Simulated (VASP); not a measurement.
# C (P-1) in VASP: notebook

The runs below take C through single point, with r2SCAN.

All numbers are computed with VASP 6.6.1; they aren't measurements. Logs are shortened: lines on timing, memory, paths and dates and some standing lists are left out, and cuts for length are marked.

## 1. The cell of the first run

The typed cell holds 10 atoms: a = 2.456 Å, b = 3.808 Å, c = 10.663 Å, α = 100.61°, β = 81.18°, γ = 108.78°.

## 2. Single point, r2SCAN (the part above a cut slid along it)

POSCAR reads:

```
C
1.0
   -2.1268362731     -1.2279462884      0.0110113261
    1.3968870171      0.0000000000     -3.5424027035
    3.5657309535     -9.4142548776      3.5167096093
C
10
Direct
    0.7888843829      0.1666542755      0.0666672544
    0.2555510496      0.3666542755      0.2666672544
   -0.2777822837      0.5666542755      0.4666672544
    0.1888843829      0.7666542755      0.6666672544
   -0.3444489504      0.9666542755      0.8666672544
    0.1444489504      0.0333457245      0.9333327456
    0.2777822837      0.2333457245      0.1333327456
    0.7444489504      0.4333457245      0.3333327456
    0.2111156171      0.6333457245      0.5333327456
   -0.3222177163      0.8333457245      0.7333327456
```

INCAR.step1 reads:

```
  PREC = Accurate
  ENCUT = 520
  ISMEAR = 0
  SIGMA = 0.05
  LREAL = False
  LASPH = True
  NELM = 60
  NBANDS = 31
  GGA = PE
  ALGO = Normal
  EDIFF = 1E-4
  LWAVE = True
  LCHARG = False
```

INCAR.step2 reads:

```
  PREC = Accurate
  ENCUT = 520
  EDIFF = 1E-7
  ISMEAR = 0
  SIGMA = 0.05
  LREAL = False
  LASPH = True
  NELM = 60
  ALGO = Normal
  ISIF = 2
  LWAVE = False
  LCHARG = False
  METAGGA = R2SCAN
  LMIXTAU = True
  NBANDS = 31
  ISTART = 1
```

KPOINTS reads:

```
regular mesh
0
Gamma
  11 8 3
```

Potentials or basis: VASP PAW PBE potentials, release 64 (C).

Run with:

```console
cat potpaw_PBE.64/C/POTCAR > POTCAR
cp INCAR.step1 INCAR
mpirun -np 1 vasp_std > vasp.out
cp INCAR.step2 INCAR
mpirun -np 1 vasp_std > vasp.out
```

OUTCAR:

```text
PREC = Accurate
   ENCUT = 520
   EDIFF = 1E-7
   ISMEAR = 0
   LREAL = False
   LASPH = True
   NELM = 60
   ISIF = 2
   METAGGA = R2SCAN
   ISTART = 1

 ion  position               nearest neighbor table
   1  0.789  0.167  0.067-   7 1.42   7 1.42   6 1.64
   2  0.256  0.367  0.267-   7 1.42   8 1.42   8 1.42
   3  0.722  0.567  0.467-   8 1.42   9 1.42   9 1.42
   4  0.189  0.767  0.667-   9 1.42  10 1.42  10 1.42
   5  0.656  0.967  0.867-  10 1.42   6 1.42   6 1.42
   6  0.144  0.033  0.933-   5 1.42   5 1.42   1 1.64
   7  0.278  0.233  0.133-   2 1.42   1 1.42   1 1.42
   8  0.744  0.433  0.333-   3 1.42   2 1.42   2 1.42
   9  0.211  0.633  0.533-   4 1.42   3 1.42   3 1.42
  10  0.678  0.833  0.733-   5 1.42   4 1.42   4 1.42

  LATTYP: Found a triclinic cell.
 ALAT       =     3.8093835543
 B/A-ratio  =     0.6446954046
 C/A-ratio  =     2.7936804945
 COS(alpha) =     0.0384617700
 COS(beta)  =     0.1980372006
 COS(gamma) =     0.3229619341

  Lattice vectors:

 A1 = (   0.7299492560,   1.2279462884,   3.5313913774)
 A2 = (   2.1268362731,   1.2279462884,  -0.0110113261)
 A3 = (  -4.9626179706,   9.4142548776,   0.0256930942)

Analysis of symmetry for initial positions (statically):
=====================================================================
 Subroutine PRICEL returns:
 Original cell was already a primitive cell.

 Routine SETGRP: Setting up the symmetry group for a
 triclinic supercell.

 Subroutine GETGRP returns: Found  2 space group operations
 (whereof  1 operations were pure point group operations)
 out of a pool of  2 trial point group operations.

The static configuration has the point symmetry C_1 .
 The point group associated with its full space group is S_2 .

Analysis of symmetry for dynamics (positions and initial velocities):
=====================================================================
 Subroutine PRICEL returns:
 Original cell was already a primitive cell.

 Routine SETGRP: Setting up the symmetry group for a
 triclinic supercell.

 Subroutine GETGRP returns: Found  2 space group operations
 (whereof  1 operations were pure point group operations)
 out of a pool of  2 trial point group operations.

The dynamic configuration has the point symmetry C_1 .
 The point group associated with its full space group is S_2 .

 Subroutine INISYM returns: Found  2 space group operations
 (whereof  1 operations are pure point group operations),
 and found     1 'primitive' translations

----------------------------------------------------------------------------------------

                                     Primitive cell

  volume of cell :      92.3260

  direct lattice vectors                    reciprocal lattice vectors
    -2.126836273 -1.227946288  0.011011326    -0.361210263 -0.190019169 -0.142437201
     1.396887017  0.000000000 -3.542402704     0.045649862 -0.081436787 -0.264293018
     3.565730954 -9.414254878  3.516709609     0.047114382 -0.081436787  0.018578765

  length of vectors
     2.455892072  3.807874768 10.663483418     0.432282888  0.280297448  0.095900395

  position of ions in fractional coordinates (direct lattice)
     0.788884383  0.166654276  0.066667254
     0.255551050  0.366654275  0.266667254
     0.722217716  0.566654275  0.466667254
     0.188884383  0.766654276  0.666667254
     0.655551050  0.966654275  0.866667254
     0.144448950  0.033345725  0.933332746
     0.277782284  0.233345724  0.133332746
     0.744448950  0.433345725  0.333332746
     0.211115617  0.633345725  0.533332746
     0.677782284  0.833345724  0.733332746

  ion indices of the primitive-cell ions
   primitive index   ion index
                 1           1
                 2           2
                 3           3
                 4           4
                 5           5
                 6           6
                 7           7
                 8           8
                 9           9
                10          10

----------------------------------------------------------------------------------------

 KPOINTS: regular mesh

Automatic generation of k-mesh.
 Grid dimensions read from file:
 generate k-points for:   11    8    3

 Generating k-lattice:

  Cartesian coordinates                     Fractional coordinates (reciprocal lattice)
    -0.032837297 -0.017274470 -0.012948836     0.090909091  0.000000000 -0.000000000
     0.005706233 -0.010179598 -0.033036627     0.000000000  0.125000000 -0.000000000
     0.015704794 -0.027145596  0.006192922     0.000000000 -0.000000000  0.333333333

  Length of vectors
     0.039298444  0.035037181  0.031966798

  Shift w.r.t. Gamma in fractional coordinates (k-lattice)
     0.000000000  0.000000000  0.000000000

 Subroutine IBZKPT returns following result:
 ===========================================

 Found    133 irreducible k-points:

 Following reciprocal coordinates:
            Coordinates               Weight
  0.000000  0.000000  0.000000      1.000000
  0.090909  0.000000  0.000000      2.000000
  0.181818 -0.000000  0.000000      2.000000
  0.272727  0.000000  0.000000      2.000000
  0.363636  0.000000  0.000000      2.000000
  0.454545  0.000000  0.000000      2.000000
[... 16 lines left out ...]
  0.454545  0.250000  0.000000      2.000000
 -0.454545  0.250000  0.000000      2.000000
 [... further k-points ...]
   k-points           NKPTS =    133   k-points in BZ     NKDIM =    133   number of bands    NBANDS=     31
   number of dos      NEDOS =    301   number of ions     NIONS =     10
   total plane-waves  NPLWV =  40320
   dimension x,y,z NGX =    18 NGY =   28 NGZ =   80
   dimension x,y,z NGXF=    36 NGYF=   56 NGZF=  160
   ions per type =              10
   NGX,Y,Z   is equivalent  to a cutoff of  12.18, 12.22, 12.47 a.u.
   NGXF,Y,Z  is equivalent  to a cutoff of  24.37, 24.45, 24.94 a.u.
 SYSTEM =  unknown system
   PREC   = accura    normal or accurate (medium, high low for compatibility)
   ISTART =      1    job   : 0-new  1-cont  2-samecut
   ICHARG =      0    charge: 1-file 2-atom 10-const
   ISPIN  =      1    spin polarized calculation?
   LNONCOLLINEAR =      F non collinear calculations
   LSORBIT =      F    spin-orbit coupling
   LASPH  =      T    aspherical Exc in radial PAW
   ENCUT  =  520.0 eV  38.22 Ry    6.18 a.u.   4.57  7.08 19.83*2*pi/ulx,y,z
   NELM   =     60;   NELMIN=  2; NELMDL=  0     # of ELM steps
   EDIFF  = 0.1E-06   stopping-criterion for ELM
   LREAL  =      F    real-space projection
   EDIFFG = 0.1E-05   stopping-criterion for IOM
   NSW    =      0    number of steps for IOM
   IBRION =     -1    ionic relax: 0-MD 1-quasi-New 2-CG
   NFREE  =      0    steps in history (QN), initial steepest desc. (CG)
   ISIF   =      2    stress and relaxation
   ISYM   =      2    0-nonsym 1-usesym 2-fastsym
   POTIM  = 0.5000    time-step for ionic-motion
   TEBEG  =    0.0;   TEEND  =   0.0 temperature during run
   PSTRESS=    0.0 pullay stress
   NELECT =      40.0000    total number of electrons
   NUPDOWN=      -1.0000    fix difference up-down
   EMIN   =  10.00;   EMAX   =-10.00  energy-range for DOS
   EFERMI =   0.00;   METHOD = LEGACY
   ISMEAR =     0;   SIGMA  =   0.05  broadening in eV -4-tet -1-fermi 0-gaus
   EFERMI_NEDOS =   21; number of points for ismear=-14 and -15
   IALGO  =     38    algorithm
   IMIX   =      4    mixing-type and parameters
     AMIX     =   0.40;   BMIX     =  1.00
     AMIX_MAG =   1.60;   BMIX_MAG =  1.00
  volume/ion in A,a.u.               =       9.23        62.30
  Fermi-wavevector in a.u.,A,eV,Ry     =   1.238759  2.340915 20.878471  1.534524
  Thomas-Fermi vector in A             =   2.373271
   LORBIT       =      0    0 simple, 1 ext, 2 COOP (PROOUT), +10 PAW based schemes
   METAGGA = R2SCAN    functional components
   LHFCALC =     F    Hartree Fock is set to
   AEXX    =    0.0000 exact exchange contribution
   IVDW    =     0    specifies the selected vdW correction
   LEPSILON=     F    determine dielectric tensor
   LRPA    =     F    only Hartree local field effects (RPA)
 non-spin polarized calculation
 Gauss-broadening in eV      SIGMA  =   0.05
  energy-cutoff  :      520.00
  volume of cell :       92.33
 maximum number of plane-waves:      2513
   NGX =  9   NGY = 15   NGZ = 39

 number of electron      40.0000003 magnetization

 Free energy of the ion-electron system (eV)
  ---------------------------------------------------
  ext. energy  EPLUGINS =         0.00000000
  ---------------------------------------------------
  free energy    TOTEN  =       -95.58316790 eV

  energy without entropy =      -95.58300540  energy(sigma->0) =      -95.58308665

 E-fermi :   4.3731     XC(G=0): -10.7987

 val. band max:        4.3239101095   @ k =   0.3636   0.2500   0.3333
 cond. band min:       4.4222574308   @ k =   0.3636   0.2500   0.3333
 fundamental gap:      0.0983473212
 Fermi energy:         4.3730827696

 k-point     1 :       0.0000    0.0000    0.0000
  band No.  band energies     occupation
      1     -16.6888      2.00000
      2     -15.6654      2.00000
      3     -15.6638      2.00000
      4     -12.7854      2.00000
      5     -12.6278      2.00000
      6      -7.8802      2.00000
[... 23 lines left out ...]
     30      12.8956      0.00000
     31      13.1252      0.00000

 k-point     2 :       0.0909    0.0000    0.0000
  band No.  band energies     occupation
      1     -16.5280      2.00000
      2     -15.5444      2.00000
      3     -15.4683      2.00000
      4     -12.6626      2.00000
      5     -12.4561      2.00000
      6      -7.7955      2.00000
[... 740 lines left out ...]
 k-point    24 :      -0.4545    0.2500    0.0000
  band No.  band energies     occupation
      1     -12.7873      2.00000
      2     -12.4226      2.00000
      3     -11.4755      2.00000
      4     -11.1290      2.00000
      5     -10.3105      2.00000
      6     -10.0378      2.00000
[... 23 lines left out ...]
     30      13.7672      0.00000
     31      15.1194      0.00000

 [... further k-points ...]

------------------------ aborting loop because EDIFF is reached ----------------------------------------

  FORCE on cell =-STRESS in cart. coord.  units (eV):
  Direction    XX          YY          ZZ          XY          YZ          ZX
  --------------------------------------------------------------------------------------
  -------------------------------------------------------------------------------------
  Total      -14.6246333     17.4896057     -0.1585699      3.0059426     -0.0108985      0.1005496
  in kB     -253.7883983    303.5056633     -2.7517410     52.1635896     -0.1891266      1.7448868
  external PRESSURE =      15.6551747 kB  Pullay stress =       0.0000000 kB

 VOLUME and BASIS-vectors are now :
 -----------------------------------------------------------------------------
  energy-cutoff  :      520.00
  volume of cell :       92.33
      direct lattice vectors                 reciprocal lattice vectors
    -2.126836273 -1.227946288  0.011011326    -0.361210263 -0.190019169 -0.142437201
     1.396887017  0.000000000 -3.542402704     0.045649862 -0.081436787 -0.264293018
     3.565730954 -9.414254878  3.516709609     0.047114382 -0.081436787  0.018578765

 POSITION                                       TOTAL-FORCE (eV/Angst)
 -----------------------------------------------------------------------------------
     -1.20731     -1.59633     -0.34722        -6.805901     -4.606951      0.033705
      0.91952     -2.82428     -0.35823        -0.493384     -0.860065      0.005293
      0.91952     -5.28017     -0.35823        -0.015224     -0.147761      0.002486
      3.04636     -6.50812     -0.36924         0.011023     -0.125764      0.003416
      3.04636     -8.96401     -0.36924        -0.906663      0.496440      0.008243
      3.06737     -8.96401      3.16573         6.805901      4.606951     -0.033705
      0.21059     -1.59633     -0.35465         0.906663     -0.496440     -0.008243
      0.21059     -4.05222     -0.35465        -0.011023      0.125764     -0.003416
      2.33743     -5.28017     -0.36566         0.015224      0.147761     -0.002486
      2.33743     -7.73606     -0.36566         0.493384      0.860065     -0.005293
 -----------------------------------------------------------------------------------
    total drift:                                0.000003      0.000002      0.000006

  FREE ENERGIE OF THE ION-ELECTRON SYSTEM (eV)
  ---------------------------------------------------
  free  energy   TOTEN  =       -95.5831678968 eV

  energy  without entropy=      -95.5830053986  energy(sigma->0) =      -95.58308665
```

Run time: 10 min. Hardware: 1 thread of Intel Xeon 6975P-C (Granite Rapids), shared host; peak memory 0.36 GiB.

What came out:

```
Free energy   : -95.5832 eV
Pressure      : 1.6 GPa
Largest force : 8.219 eV/Å
```

Forces in eV/Å, atoms in the order of the input:
```
C   -6.806 -4.607  0.034
C   -0.493 -0.860  0.005
C   -0.015 -0.148  0.002
C    0.011 -0.126  0.003
C   -0.907  0.496  0.008
C    6.806  4.607 -0.034
C    0.907 -0.496 -0.008
C   -0.011  0.126 -0.003
C    0.015  0.148 -0.002
C    0.493  0.860 -0.005
```

Caveat: the cell differs from its parent crystal (the part above a cut slid along it); the stress differs along the axes, from -25 to 30 GPa; the PAW data sets were made with another functional, which shifts forces and pressure a little.

## 3. Single point, r2SCAN (the part above a cut slid along it)

POSCAR reads:

```
C
1.0
   -2.1268362731     -1.2279462884      0.0110113261
    1.3968870171      0.0000000000     -3.5424027035
    4.7403053835     -9.0049394482      2.3322382661
C
10
Direct
    0.8111068011      0.1444318574      0.0666672544
    0.3444401344      0.2777651907      0.2666672544
   -0.1222265323      0.4110985240      0.4666672544
    0.4111068011      0.5444318574      0.6666672544
   -0.0555598656      0.6777651907      0.8666672544
    0.4555598656     -0.2777651907      0.9333327456
    0.3222265323      0.1889014760      0.1333327456
    0.8555598656      0.3222348093      0.3333327456
    0.3888931989      0.4555681426      0.5333327456
   -0.0777734677      0.5889014760      0.7333327456
```

INCAR.step1 reads:

```
PREC     = Accurate       # precision mode
ENCUT    = 520            # plane-wave cutoff, eV
ISMEAR   = 0              # smearing method
SIGMA    = 0.05           # smearing width, eV
LREAL    = F              # projectors in reciprocal space
LASPH    = T              # aspherical terms in the spheres
NELM     = 100            # most SCF steps
NBANDS   = 31             # bands
GGA      = PE             # functional
ALGO     = Normal         # electronic algorithm
EDIFF    = 1E-4           # SCF threshold, eV
LWAVE    = T              # write WAVECAR
LCHARG   = F              # write CHGCAR
```

INCAR.step2 reads:

```
PREC     = Accurate       # precision mode
ENCUT    = 520            # plane-wave cutoff, eV
EDIFF    = 1E-6           # SCF threshold, eV
ISMEAR   = 0              # smearing method
SIGMA    = 0.05           # smearing width, eV
LREAL    = F              # projectors in reciprocal space
LASPH    = T              # aspherical terms in the spheres
NELM     = 100            # most SCF steps
ALGO     = Normal         # electronic algorithm
ISIF     = 2              # what is computed and relaxed
LWAVE    = F              # write WAVECAR
LCHARG   = F              # write CHGCAR
METAGGA  = R2SCAN         # meta-GGA
LMIXTAU  = T            
NBANDS   = 31             # bands
ISTART   = 1
```

KPOINTS reads:

```
Automatic mesh
0
Gamma
  11 8 3
```

Potentials or basis: VASP PAW PBE potentials, release 64 (C).

Run with:

```console
cat potpaw_PBE.64/C/POTCAR > POTCAR
cp INCAR.step1 INCAR
mpirun -np 1 vasp_std > vasp.out
cp INCAR.step2 INCAR
mpirun -np 1 vasp_std > vasp.out
```

It took 8.3 min on 1 thread of Intel Xeon 6975P-C (Granite Rapids), shared host; peak memory 0.36 GiB.

The run converged. Its results:

| Quantity | Value |
| --- | --- |
| Free energy | -95.3307 eV |
| Pressure | -3.7 GPa |
| Largest force | 3.870 eV/Å |
| Band gap on the k mesh | zero (bands 20 and 21 overlap by 0.19 eV) |

Forces in eV/Å, atoms in the order of the input:
```
C    0.953  1.678  3.354
C    0.315 -0.286 -0.639
C    0.019 -0.052  0.076
C    0.041 -0.084 -0.004
C    0.921 -1.003 -0.338
C   -0.953 -1.678 -3.354
C   -0.921  1.003  0.338
C   -0.041  0.084  0.004
C   -0.019  0.052 -0.076
C   -0.315  0.286  0.639
```

Stress tensor (GPa, compression positive):
```
 2.86 -0.82 -2.44
-0.82 -8.96 -8.04
-2.44 -8.04 -5.04
```

Levels at points of the mesh, in eV from the Fermi level:
| k point | band 17 | band 18 | band 19 | band 20 | band 21 | band 22 | band 23 | band 24 |
| --- | --- | --- | --- | --- | --- | --- | --- | --- |
| (0.00, 0.00, 0.00) | -4.07 | -3.27 | -2.31 | -1.78 | 1.59 | 2.90 | 4.57 | 5.73 |
| (0.00, 0.50, 0.00) | -3.98 | -3.44 | -3.34 | -1.07 | 1.23 | 3.86 | 5.71 | 7.96 |

Caveat: the cell differs from its parent crystal (the part above a cut slid along it); the stress differs along the axes, from -9 to 3 GPa; the PAW data sets were made with another functional, which shifts forces and pressure a little.

The gap in the log of VASP goes by the Fermi energy; the results here count the filled bands.